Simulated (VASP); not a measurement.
Runs of VASP 6.6.1 on CsPbCl3. The structure is that of space group Pm-3m (No. 221), or close to it. The cells are those of the table. 

```csv
level,potentials or basis,cell,gap on the mesh (eV),pressure (GPa),relaxed volume (Å³/atom)
PBEsol,"VASP PAW PBE potentials, release 64 (Cs_sv, Pb_d, Cl)","relaxed from a = 5.740 Å, 5 atoms",1.85,0.0,35.63
r2SCAN,"VASP PAW PBE potentials, release 64 (Cs_sv, Pb_d, Cl)","relaxed from a = 5.740 Å, 5 atoms",2.48,0.0,36.64
LDA,"VASP PAW LDA potentials, release 64 (Cs_sv, Pb_d, Cl)","relaxed from a = 5.740 Å, 5 atoms",1.53,0.0,(c)
PBE,"VASP PAW PBE potentials, release 64 (Cs_sv, Pb_d, Cl)","relaxed from a = 5.605 Å, 5 atoms",(b),0.0,(a)
```

Alike in all rows: task relaxation of cell and atoms; no spin polarisation; k mesh 4 × 4 × 4; cutoff (eV) 600; smearing fermi-dirac 0.02 eV.

Estimate the missing entries.

(a) 37.83; (b) 2.22; (c) 33.89.

Caveats: spin-orbit coupling is left out, which moves the levels of the heavy elements; the PAW data sets were made with another functional, which shifts forces and pressure a little (at least some runs).

A k mesh can miss the band edges, and the runs leave out spin-orbit coupling on Cs, Pb.
